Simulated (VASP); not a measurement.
Set up this calculation in VASP 6.6.1, as the native input.

```yaml
Task: single point
Functional: PBE
Potentials_or_basis: VASP PAW PBE potentials, release 64 (Cd, Te)
Cutoff: 500 eV
k_mesh: 4 × 4 × 4
Occupations: gaussian, width 0.01 eV
Spin: no spin polarisation
Dipole_correction: no
Further_INCAR_settings: ALGO = Normal; EDIFF = 1e-06; NBANDS = 16
```

The structure of CdTe lies in POSCAR:

```
CdTe
1.0
    0.0000000000      3.2799551159      3.2963548915
    3.2799551159      0.0000000000      3.2963548915
    3.2799551159      3.2799551159      0.0000000000
Cd Te
1 1
Direct
    0.0000000000      0.0000000000      0.0000000000
    0.2500000000      0.2500000000      0.2500000000
```

This cell differs from its parent crystal: uniaxial z strain +0.5%.

These files were run (other wordings do the same):

INCAR

```
ALGO = Normal
EDIFF = 1E-6
ENCUT = 500
GGA = PE
GGA_COMPAT = False
ISIF = 2
ISMEAR = 0
LASPH = True
LCHARG = False
LREAL = False
LWAVE = False
NBANDS = 16
NELM = 120
PREC = Accurate
SIGMA = 0.01
```

KPOINTS

```
k-points
0
Gamma
  4 4 4
```

Potentials or basis: VASP PAW PBE potentials, release 64 (Cd, Te).

The run is started by

```sh
$ cat potpaw_PBE.64/Cd/POTCAR potpaw_PBE.64/Te/POTCAR > POTCAR
$ mpirun -np 1 vasp_std > vasp.out
```

It gave:

```json
{
  "Pressure": "1.1 GPa",
  "Band gap on the k mesh": "0.63 eV, direct"
}
```

Caveat: the cell differs from its parent crystal (uniaxial z strain +0.5%); spin-orbit coupling is left out, which moves the levels of the heavy elements.

It took 31 s on 1 thread of Intel(R) Xeon(R) Platinum 8488C (Sapphire Rapids), with other jobs on the host, peak memory 0.2 GiB.
